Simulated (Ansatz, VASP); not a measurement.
# ZnO in VASP and in Ansatz

```xyz
4
Lattice="3.2494 0.0000 0.0000 -1.6247 2.8141 0.0000 0.0000 0.0000 5.1518" Properties=species:S:1:pos:R:3 pbc="T T T"
Zn    0.0000    1.8760    0.0000
Zn    1.6247    0.9380    2.5759
O     0.0000    1.8760    1.9685
O     1.6247    0.9380    4.5444
```

Change from the starting cell: zz strain of -1 %, crystal datasets.

Alike in both runs: task electric field gradients; functional PBE; k mesh 11 × 11 × 6; occupations fermi-dirac, width 0.02 eV; no spin polarisation.

```csv
,VASP,Ansatz
version,VASP 6.6.1,Ansatz 0.2.0
potentials or method,"VASP PAW PBE potentials, release 64 (Zn, O), cutoff 520 eV","all-electron PAW with datasets made for the crystal, scalar-relativistic"
```

|  | VASP | Ansatz | Ansatz less VASP |
| --- | --- | --- | --- |
| gap on the k mesh at the Fermi level (eV) | 0.82 | 0.85 | +0.031 |
| pressure (GPa) | 7.6 | 6.4 | -1.21 |
| traceless stress, the component that is largest in VASP (GPa) | 1.78 | 1.74 | -0.033 |
| rms of the force components (eV/Å) | 0.041 | 0.038 | -0.0036 |
| size of Vzz on the site where it differs most (V/Å²) | 2.9 | 3.1 | +0.20 |

Atom by atom the forces differ by 0.004 eV/Å (rms over components). Ansatz ran all-electron here, and VASP with PAW potentials.
